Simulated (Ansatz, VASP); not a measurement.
## One calculation of RhC2, two programs

```
Rh C
1.0
     0.00000    2.44125    2.44125
     2.44125    0.00000    2.44125
     2.44125    2.44125    0.00000
Rh C
1 2
Direct
  0.01639 0.01639 0.98361
  0.25000 0.25000 0.25000
  0.75000 0.75000 0.75000
```

Alike in both runs: task single point; functional PBEsol; k mesh 12 × 12 × 12; occupations gaussian, width 0.05 eV; no spin polarisation.

|  | VASP | Ansatz |
| --- | --- | --- |
| version | VASP 6.6.1 | Ansatz 0.2.0 |
| potentials or method | VASP PAW PBE potentials, release 64 (Rh_pv, C), cutoff 520 eV | scalar-relativistic, plane waves, PAW |
| valence electrons in the cell | 23 | 25 |

Ansatz gave:

* gap on the k mesh at the Fermi level (eV): none
* pressure (GPa): 0.6
* traceless stress, the component that is largest in VASP (GPa): 0.41
* rms of the force components (eV/Å): 0.170

Q: What did VASP give for the same quantities?

A: gap on the k mesh at the Fermi level (eV): none; pressure (GPa): 0.6; traceless stress, the component that is largest in VASP (GPa): 0.40; rms of the force components (eV/Å): 0.171.

VASP's potentials were made for PBE, not for PBEsol. Atom by atom the forces differ by 0.001 eV/Å (rms over components). A gap of «none» marks a metal or a gap that the smearing closes. The functional is the same, so the differences come from potentials, cutoffs and numerics. VASP's potentials hold 23 valence electrons a cell and Ansatz's 25, so a difference there can come from the potentials and not from the codes.
